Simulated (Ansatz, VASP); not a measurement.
One calculation of As, two programs

File POSCAR:

```
As
1.0
    2.7784904452      0.0000000000      0.0000000000
    0.0000000000      2.7784904452      0.0000000000
    0.0000000000      0.0000000000      2.7784904452
As
1
Direct
    0.0000000000      0.0000000000      0.0000000000
```

Contents of INCAR.step1:

```
  PREC = Accurate
  ENCUT = 520
  ISMEAR = -1
  SIGMA = 0.1
  LREAL = F
  LASPH = T
  NELM = 60
  NBANDS = 8
  GGA = PE
  ALGO = Normal
  EDIFF = 1E-4
  LWAVE = T
  LCHARG = F
```

The input INCAR.step2:

```
  PREC = Accurate
  ENCUT = 520
  EDIFF = 1E-6
  ISMEAR = -1
  SIGMA = 0.1
  LREAL = F
  LASPH = T
  NELM = 60
  ALGO = Normal
  ISIF = 2
  LWAVE = F
  LCHARG = T
  METAGGA = R2SCAN
  LMIXTAU = T
  LELF = T
  LVHAR = T
  NBANDS = 8
  ISTART = 1
```

The input KPOINTS:

```
Automatic mesh
0
Gamma
  13 13 13
```

Input for Ansatz:

```yaml
crystal:
  lattice:
    - [2.7784904452, 0.0, 0.0]
    - [0.0, 2.7784904452, 0.0]
    - [0.0, 0.0, 2.7784904452]
  atoms:
    - { symbol: As, position: [0.0, 0.0, 0.0] }
hamiltonian:
  xc: r2scan
  pseudopotentials:
    kind: paw
    azcp:
      As: "pseudopotentials/As.paw.azcp"
basis:
  ecutwfc: 500
  fft_grid_basis: typed
kpoints:
  mp_grid: { grid: [13, 13, 13], shift: [0, 0, 0] }
magnetization:
  spin_polarized: false
scf:
  occupations: { method: fermi_dirac, width: 0.1 }
  lower_state_search: "off"
output:
  stress: true
```

Alike in both runs: task single point; functional r2SCAN; k mesh 13 × 13 × 13; occupations fermi-dirac, width 0.1 eV; no spin polarisation.

|  | VASP | Ansatz |
| --- | --- | --- |
| version | VASP 6.6.1 | Ansatz 0.2.0 |
| potentials or method | VASP PAW PBE potentials, release 64 (As), cutoff 520 eV | plane waves (500 eV) with PAW, scalar-relativistic |
| valence electrons in the cell | 5 | 15 |

|  | VASP | Ansatz | Ansatz less VASP |
| --- | --- | --- | --- |
| pressure (GPa) | -5.8 | -5.8 | +0.06 |

VASP's potentials were made for PBE, not for r2SCAN. VASP's potentials hold 5 valence electrons a cell and Ansatz's 15, so a difference there can come from the potentials and not from the codes.
